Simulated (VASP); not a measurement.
# GaCo: single point with PBEsol+U

GaCo:

```xyz
2
Lattice="3.0188 0.0000 0.0000 0.0000 3.0188 0.0000 0.0000 0.0000 3.0188" Properties=species:S:1:pos:R:3 pbc="T T T"
Ga    1.5094    1.5094    1.5094
Co    0.0000    0.0000    0.0000
```

This cell differs from its parent crystal: volume scaled by 1.15.

```yaml
Program: VASP 6.6.1
Task: single point
Functional: PBEsol
Potentials_or_basis: VASP PAW PBE potentials, release 64 (Ga_d, Co)
Cutoff: 520 eV
k_mesh: 9 × 9 × 9
Occupations: fermi-dirac, width 0.05 eV
Spin: collinear spin, ferromagnetic start
Starting_moments: "[0.0, 2.0] μB"
Hubbard_terms: Co d U = 5.3 eV
Dipole_correction: no
Further_INCAR_settings: ALGO = Fast; EDIFF = 1e-06; NBANDS = 22
```

```json
{"Pressure": "-2.4 GPa", "Net moment": "1.81 μB per cell", "Site moments": "Ga -0.04; Co +1.86 μB", "Valence electrons inside the program's atomic spheres": "Ga 11.67; Co 8.18"}
```

Levels at points of the mesh, in eV from the Fermi level:
Spin up:
```
           k point  band 9  band 10  band 11  band 12  band 13  band 14  band 15  band 16
(0.00, 0.00, 0.00)   -3.83    -3.83    -3.83     4.04     4.04     4.04     8.47     8.47
```
Spin down:
```
           k point  band 7  band 8  band 9  band 10  band 11  band 12  band 13  band 14
(0.00, 0.00, 0.00)   -2.46   -2.46   -2.46     0.30     0.30     4.06     4.06     4.06
```

Eigenvalues of the final occupation matrices:
| site | spin | trace | eigenvalues |
| --- | --- | --- | --- |
| site 2 d | 1 | 4.65 | 0.92 0.92 0.92 0.95 0.95 |
| site 2 d | 2 | 2.79 | 0.08 0.08 0.88 0.88 0.88 |

Wall time 36 s on 1 thread of AMD EPYC 9R45 96-Core Processor (Zen 5), with other jobs on the host, peak memory 0.14 GiB.

Caveat: the PAW data sets were made with another functional, which shifts forces and pressure a little; the U is typed as a test and isn't derived for this compound. The state reached can hang on the start; a lower one may exist.
